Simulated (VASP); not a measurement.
# K (Im-3m) in VASP: a series of runs

The runs below take K through elastic constants, with BLYP, rpbe exchange, lyp correlation.

Program: VASP 6.6.1. These are calculated values, not measurements. Logs are shortened: lines on timing, memory, paths and dates and some standing lists are left out, and cuts for length are marked.

### 1 The cell of the first run

Symmetry: Im-3m, No. 229, cubic system. The conventional cell has a = 5.395 Å, b = 5.395 Å, c = 5.395 Å, α = 90.00°, β = 90.00°, γ = 90.00°.

### 2 Elastic constants, BLYP, collinear spin, zero start

Contents of INCAR:

```
SYSTEM = K
PREC = Accurate ; ENCUT = 500
EDIFF = 1E-8 ; ISMEAR = -1
SIGMA = 0.1 ; LREAL = .FALSE.
LASPH = .TRUE. ; NELM = 200
ALGO = Normal ; ISIF = 3
LWAVE = .FALSE. ; LCHARG = .FALSE.
ISPIN = 2 ; MAGMOM = 0
LORBIT = 11 ; NUPDOWN = 0.0
GGA = B5 ; ALDAX = 1.0
AGGAX = 1.0 ; AGGAC = 1.0
ALDAC = 0.0 ; IBRION = 6
NFREE = 2 ; POTIM = 0.015
NSW = 1 ; GGA_COMPAT = .FALSE.
```

Contents of KPOINTS:

```
regular mesh
0
G
  5 5 5
  0 0 0
```

Contents of POSCAR:

```
K
1.0
   -2.6975585150      2.6975585150      2.6975585150
    2.6975585150     -2.6975585150      2.6975585150
    2.6975585150      2.6975585150     -2.6975585150
K
1
Direct
    0.0000000000      0.0000000000      0.0000000000
```

Potentials or basis: VASP PAW PBE potentials, release 64 (K_sv).

Run with:

```sh
$ cat potpaw_PBE.64/K_sv/POTCAR > POTCAR
$ mpirun -np 1 vasp_std > vasp.out
```

OUTCAR:

```text
SYSTEM = K
   PREC = Accurate
   ENCUT = 500
   EDIFF = 1E-8
   ISMEAR = -1
   LREAL = .FALSE.
   LASPH = .TRUE.
   NELM = 200
   ISIF = 3
   ISPIN = 2
   LORBIT = 11
   NUPDOWN = 0.0
   GGA = B5
   IBRION = 6
   NFREE = 2
   POTIM = 0.015
   NSW = 1

 ion  position               nearest neighbor table
   1  0.000  0.000  0.000-

  LATTYP: Found a body centered cubic cell.
 ALAT       =     5.3951170300

  Lattice vectors:

 A1 = (  -2.6975585150,   2.6975585150,   2.6975585150)
 A2 = (   2.6975585150,  -2.6975585150,   2.6975585150)
 A3 = (   2.6975585150,   2.6975585150,  -2.6975585150)

Analysis of symmetry for initial positions (statically):
=====================================================================
 Subroutine PRICEL returns:
 Original cell was already a primitive cell.

 Routine SETGRP: Setting up the symmetry group for a
 body centered cubic supercell.

 Subroutine GETGRP returns: Found 48 space group operations
 (whereof 48 operations were pure point group operations)
 out of a pool of 48 trial point group operations.

The static configuration has the point symmetry O_h .

Analysis of symmetry for dynamics (positions and initial velocities):
=====================================================================
 Subroutine PRICEL returns:
 Original cell was already a primitive cell.

 Routine SETGRP: Setting up the symmetry group for a
 body centered cubic supercell.

 Subroutine GETGRP returns: Found 48 space group operations
 (whereof 48 operations were pure point group operations)
 out of a pool of 48 trial point group operations.

The dynamic configuration has the point symmetry O_h .

Analysis of structural, dynamic, and magnetic symmetry:
=====================================================================
 Subroutine PRICEL returns:
 Original cell was already a primitive cell.

 Routine SETGRP: Setting up the symmetry group for a
 body centered cubic supercell.

 Subroutine GETGRP returns: Found 48 space group operations
 (whereof 48 operations were pure point group operations)
 out of a pool of 48 trial point group operations.

The overall configuration has the point symmetry O_h .

 Subroutine INISYM returns: Found 48 space group operations
 (whereof 48 operations are pure point group operations),
 and found     1 'primitive' translations

----------------------------------------------------------------------------------------

                                     Primitive cell

  volume of cell :      78.5186

  direct lattice vectors                    reciprocal lattice vectors
    -2.697558515  2.697558515  2.697558515     0.000000000  0.185352791  0.185352791
     2.697558515 -2.697558515  2.697558515     0.185352791  0.000000000  0.185352791
     2.697558515  2.697558515 -2.697558515     0.185352791  0.185352791  0.000000000

  length of vectors
     4.672308404  4.672308404  4.672308404     0.262128431  0.262128431  0.262128431

  position of ions in fractional coordinates (direct lattice)
     0.000000000  0.000000000  0.000000000

  ion indices of the primitive-cell ions
   primitive index   ion index
                 1           1

----------------------------------------------------------------------------------------

 KPOINTS: regular mesh

Automatic generation of k-mesh.
 Grid dimensions read from file:
 generate k-points for:    5    5    5

 Generating k-lattice:

[... 86 lines left out ...]

 number of electron       8.9999999 magnetization       0.0000000

 number of electron       8.9999999 magnetization      -0.0000000

 Free energy of the ion-electron system (eV)
  ---------------------------------------------------
  ext. energy  EPLUGINS =         0.00000000
  ---------------------------------------------------
  free energy    TOTEN  =        -0.72139405 eV

  energy without entropy =       -0.69321217  energy(sigma->0) =       -0.70730311

------------------------ aborting loop because EDIFF is reached ----------------------------------------

  FORCE on cell =-STRESS in cart. coord.  units (eV):
  Direction    XX          YY          ZZ          XY          YZ          ZX
  --------------------------------------------------------------------------------------
  -------------------------------------------------------------------------------------
  Total       -0.0581047     -0.0581047     -0.0581047     -0.0000000      0.0000000     -0.0000000
  in kB       -1.1856295     -1.1856295     -1.1856295     -0.0000000      0.0000000     -0.0000000
  external PRESSURE =      -1.1856295 kB  Pullay stress =       0.0000000 kB
[... 90 lines left out ...]
  FREE ENERGIE OF THE ION-ELECTRON SYSTEM (eV)
  ---------------------------------------------------
  free  energy   TOTEN  =        -0.7221967686 eV

  energy  without entropy=       -0.6943228692  energy(sigma->0) =       -0.70825982

[... ionic steps 4 to 12 ...]

--------------------------------------- Ionic step       13  -------------------------------------------

 number of electron       8.9999999 magnetization      -0.0000000

 number of electron       8.9999999 magnetization       0.0000000
[... 71 lines left out ...]
 number of electron       8.9999999 magnetization       0.0000000

 number of electron       8.9999999 magnetization      -0.0000000

 Free energy of the ion-electron system (eV)
  ---------------------------------------------------
  ext. energy  EPLUGINS =         0.00000000
  ---------------------------------------------------
  free energy    TOTEN  =        -0.72139486 eV

  energy without entropy =       -0.69321299  energy(sigma->0) =       -0.70730393

 E-fermi :   0.1788     XC(G=0):  -5.1139

 val. band max:       -0.1588402878   @ k =   0.4000   0.0000   0.0000
 cond. band min:       0.2516584111   @ k =  -0.4000   0.4000   0.2000
 fundamental gap:      0.4104986990
 Fermi energy:         0.1788378100

 spin component 1

 k-point     1 :       0.0000    0.0000    0.0000
  band No.  band energies     occupation
      1     -32.1389      1.00000
      2     -15.6769      1.00000
      3     -15.6769      1.00000
      4     -15.6769      1.00000
      5      -1.9134      1.00000
      6       4.1391      0.00000
      7       4.1391      0.00000
      8       4.1391      0.00000
[... 89 lines left out ...]
 k-point    10 :      -0.4000    0.4000    0.4000
  band No.  band energies     occupation
      1     -32.1339      1.00000
      2     -15.7151      1.00000
      3     -15.7122      1.00000
      4     -15.7122      1.00000
      5       1.2600      0.00002
      6       2.0394      0.00000
      7       3.4258      0.00000
      8       3.4264      0.00000
 Fermi energy:         0.1788371861

 spin component 2

 k-point     1 :       0.0000    0.0000    0.0000
  band No.  band energies     occupation
      1     -32.1389      1.00000
      2     -15.6769      1.00000
      3     -15.6769      1.00000
      4     -15.6769      1.00000
      5      -1.9134      1.00000
      6       4.1391      0.00000
      7       4.1391      0.00000
      8       4.1391      0.00000
[... 125 lines left out ...]
  FREE ENERGIE OF THE ION-ELECTRON SYSTEM (eV)
  ---------------------------------------------------
  free  energy   TOTEN  =        -0.7213948586 eV

  energy  without entropy=       -0.6932129914  energy(sigma->0) =       -0.70730393

 INTERNAL STRAIN TENSORS FROM STRAINED CELLS
 ============================================

 INTERNAL STRAIN TENSOR FOR ION    1 for displacements in x,y,z  (eV/Angst):
          X           Y           Z          XY          YZ          ZX
  --------------------------------------------------------------------------------
  x    -0.00000     0.00000    -0.00000     0.00000     0.00000     0.00000
  y    -0.00000    -0.00000     0.00000     0.00000     0.00000     0.00000
  z    -0.00000     0.00000    -0.00000     0.00000     0.00000    -0.00000

 INTERNAL STRAIN TENSORS FROM DISPLACED ATOMS
 ============================================

 INTERNAL STRAIN TENSOR FOR ION    1 for displacements in x,y,z  (eV/Angst):
          X           Y           Z          XY          YZ          ZX
  --------------------------------------------------------------------------------
  x     0.00000     0.00000     0.00000     0.00000     0.00000     0.00000
  y     0.00000     0.00000     0.00000     0.00000     0.00000     0.00000
  z     0.00000     0.00000     0.00000     0.00000     0.00000     0.00000

 Eigenvectors and eigenvalues of the dynamical matrix
 ----------------------------------------------------

   1 f  =    0.000000 THz     0.000000 2PiTHz    0.000000 cm-1     0.000000 meV
             X         Y         Z           dx          dy          dz
      0.000000  0.000000  0.000000     1.000000    0.000000    0.000000

   2 f  =    0.000000 THz     0.000000 2PiTHz    0.000000 cm-1     0.000000 meV
             X         Y         Z           dx          dy          dz
      0.000000  0.000000  0.000000     0.000000    1.000000    0.000000

   3 f  =    0.000000 THz     0.000000 2PiTHz    0.000000 cm-1     0.000000 meV
             X         Y         Z           dx          dy          dz
      0.000000  0.000000  0.000000     0.000000    0.000000    1.000000

--------------------------------------------------------------------------------------------------------

 ELASTIC MODULI CONTR FROM IONIC RELAXATION (kBar)
 Direction    XX          YY          ZZ          XY          YZ          ZX
 --------------------------------------------------------------------------------
 XX           0.0000      0.0000      0.0000      0.0000      0.0000      0.0000
 YY           0.0000      0.0000      0.0000      0.0000      0.0000      0.0000
 ZZ           0.0000      0.0000      0.0000      0.0000      0.0000      0.0000
 XY           0.0000      0.0000      0.0000      0.0000      0.0000      0.0000
 YZ           0.0000      0.0000      0.0000      0.0000      0.0000      0.0000
 ZX           0.0000      0.0000      0.0000      0.0000      0.0000      0.0000
 --------------------------------------------------------------------------------

 TOTAL ELASTIC MODULI (kBar)
 Direction    XX          YY          ZZ          XY          YZ          ZX
 --------------------------------------------------------------------------------
 XX           7.4760     37.8125     37.8125     -0.0000      0.0000     -0.0000
 YY          37.8125      7.4760     37.8125     -0.0000      0.0000     -0.0000
 ZZ          37.8125     37.8125      7.4760      0.0000      0.0000     -0.0000
 XY          -0.0000     -0.0000      0.0000     27.0853      0.0000     -0.0000
 YZ           0.0000      0.0000      0.0000      0.0000     27.0853      0.0000
 ZX          -0.0000     -0.0000     -0.0000     -0.0000      0.0000     27.0853
 --------------------------------------------------------------------------------

 total charge

# of ion       s       p       d       tot
------------------------------------------
    1        1.981   5.508   0.005   7.494

 magnetization (x)

# of ion       s       p       d       tot
------------------------------------------
    1       -0.000   0.000   0.000   0.000
```

Run time: 5.5 min. Hardware: 1 thread of Intel Xeon 6975P-C (Granite Rapids), shared host; peak memory 0.27 GiB.

What came out:

* Net moment: 0.00 μB per cell
* Valence electrons inside the program's atomic spheres: K 7.49
* Elastic constants C11, C12, C44: 1, 4, 3 GPa
* Voigt bulk modulus: 3 GPa

Elastic tensor in Voigt notation (GPa, in the Cartesian axes of the cell as first typed):
```
1 4 4 0 0 0
4 1 4 0 0 0
4 4 1 0 0 0
0 0 0 3 0 0
0 0 0 0 3 0
0 0 0 0 0 3
```

Clamped-ion elastic tensor (GPa):
```
1 4 4 0 0 0
4 1 4 0 0 0
4 4 1 0 0 0
0 0 0 3 0 0
0 0 0 0 3 0
0 0 0 0 0 3
```

Caveat: the elastic tensor has a negative eigenvalue, so either the cell is unstable as it stands or the mesh is too thin; the PAW data sets were made with another functional, which shifts forces and pressure a little; the total moment is fixed, so each spin has its own Fermi level.

### 3 Elastic constants, rpbe exchange, lyp correlation, collinear spin

Contents of INCAR:

```
SYSTEM = K
PREC = Accurate ; ENCUT = 500
EDIFF = 1E-8 ; ISMEAR = 0
SIGMA = 0.05 ; LREAL = .FALSE.
LASPH = .TRUE. ; NELM = 200
ALGO = Normal ; ISIF = 3
LWAVE = .FALSE. ; LCHARG = .FALSE.
ISPIN = 2 ; MAGMOM = 0.5
LORBIT = 11 ; GGA = LIBXC
LIBXC1 = GGA_X_RPBE ; LIBXC2 = GGA_C_LYP
IBRION = 6 ; NFREE = 2
POTIM = 0.015 ; NSW = 1
GGA_COMPAT = .FALSE.
```

Contents of KPOINTS:

```
Automatic mesh
0
G
  5 5 5
  0 0 0
```

Contents of POSCAR:

```
K
1.0
   -2.6975585167      2.6975585167      2.6975585167
    2.6975585167     -2.6975585167      2.6975585167
    2.6975585167      2.6975585167     -2.6975585167
K
1
Direct
    0.0000000000      0.0000000000      0.0000000000
```

Potentials or basis: VASP PAW PBE potentials, release 64 (K_sv).

Run with:

```sh
$ cat potpaw_PBE.64/K_sv/POTCAR > POTCAR
$ mpirun -np 1 vasp_std > vasp.out
```

OUTCAR:

```text
SYSTEM = K
   PREC = Accurate
   ENCUT = 500
   EDIFF = 1E-8
   ISMEAR = 0
   LREAL = .FALSE.
   LASPH = .TRUE.
   NELM = 200
   ISIF = 3
   ISPIN = 2
   LORBIT = 11
   GGA = LIBXC
   IBRION = 6
   NFREE = 2
   POTIM = 0.015
   NSW = 1

 ion  position               nearest neighbor table
   1  0.000  0.000  0.000-

  LATTYP: Found a body centered cubic cell.
[... 666 lines left out ...]
      0.000000  0.000000  0.000000     0.000000    0.000000    1.000000

--------------------------------------------------------------------------------------------------------

 ELASTIC MODULI CONTR FROM IONIC RELAXATION (kBar)
 Direction    XX          YY          ZZ          XY          YZ          ZX
 --------------------------------------------------------------------------------
 XX           0.0000      0.0000      0.0000      0.0000      0.0000      0.0000
 YY           0.0000      0.0000      0.0000      0.0000      0.0000      0.0000
 ZZ           0.0000      0.0000      0.0000      0.0000      0.0000      0.0000
 XY           0.0000      0.0000      0.0000      0.0000      0.0000      0.0000
 YZ           0.0000      0.0000      0.0000      0.0000      0.0000      0.0000
 ZX           0.0000      0.0000      0.0000      0.0000      0.0000      0.0000
 --------------------------------------------------------------------------------

 TOTAL ELASTIC MODULI (kBar)
 Direction    XX          YY          ZZ          XY          YZ          ZX
 --------------------------------------------------------------------------------
 XX         -55.0880     73.3662     73.3662      0.0000      0.0000     -0.0000
 YY          73.3662    -55.0880     73.3662     -0.0000      0.0000     -0.0000
 ZZ          73.3662     73.3662    -55.0880      0.0000      0.0000     -0.0000
 XY           0.0000     -0.0000      0.0000     18.2868      0.0000      0.0000
 YZ           0.0000      0.0000      0.0000      0.0000     18.2868      0.0000
 ZX          -0.0000     -0.0000     -0.0000      0.0000      0.0000     18.2868
 --------------------------------------------------------------------------------

 total charge

# of ion       s       p       d       tot
------------------------------------------
    1        1.981   5.533   0.005   7.519

 magnetization (x)

# of ion       s       p       d       tot
------------------------------------------
    1       -0.003  -0.004  -0.001  -0.008
```

stdout:

```text
POSCAR found type information on POSCAR K
 POSCAR found :  1 types and       1 ions
 scaLAPACK will be used
 -----------------------------------------------------------------------------
|                                                                             |
|                                                                             |
|     You enforced a specific xc type in the INCAR file but a different       |
|     I HOPE YOU KNOW WHAT YOU ARE DOING!                                     |
|                                                                             |
 -----------------------------------------------------------------------------

 LDA part: xc-table for (None,None), standard interpolation
 POSCAR, INCAR and KPOINTS ok, starting setup
 FFT: planning ... GRIDC
 FFT: planning ... GRID_SOFT
 FFT: planning ... GRID
 WAVECAR not read
 entering main loop
 Found     1 degrees of freedom:
 Adding 6 more for cell shape distortion
 Finite differences POTIM= 0.01500 DOF=   7
 bond charge predicted
 Finite differences progress:
 bond charge predicted
 Finite differences progress:
 bond charge predicted
 Finite differences progress:
 bond charge predicted
 Finite differences progress:
 bond charge predicted
 Finite differences progress:
 bond charge predicted
 Finite differences progress:
 bond charge predicted
 Finite differences progress:
 bond charge predicted
 Finite differences progress:
 bond charge predicted
 Finite differences progress:
 bond charge predicted
 Finite differences progress:
 bond charge predicted
 Finite differences progress:
 bond charge predicted
 Finite differences progress:
 bond charge predicted
 Finite differences progress:
 bond charge predicted
 Finite differences progress:
```

Run time: 3.9 min. Hardware: 1 thread of Intel Xeon 6975P-C (Granite Rapids), shared host; peak memory 0.28 GiB.

What came out:

```
Net moment                                            : -0.12 μB per cell
Valence electrons inside the program's atomic spheres : K 7.52
Elastic constants C11, C12, C44                       : -6, 7, 2 GPa
Voigt bulk modulus                                    : 3 GPa
```

Elastic tensor in Voigt notation (GPa, in the Cartesian axes of the cell as first typed):
```
-6  7  7  0  0  0
 7 -6  7  0  0  0
 7  7 -6  0  0  0
 0  0  0  2  0  0
 0  0  0  0  2  0
 0  0  0  0  0  2
```

Clamped-ion elastic tensor (GPa):
```
-6  7  7  0  0  0
 7 -6  7  0  0  0
 7  7 -6  0  0  0
 0  0  0  2  0  0
 0  0  0  0  2  0
 0  0  0  0  0  2
```

Caveat: the elastic tensor has a negative eigenvalue, so either the cell is unstable as it stands or the mesh is too thin; the PAW data sets were made with another functional, which shifts forces and pressure a little.
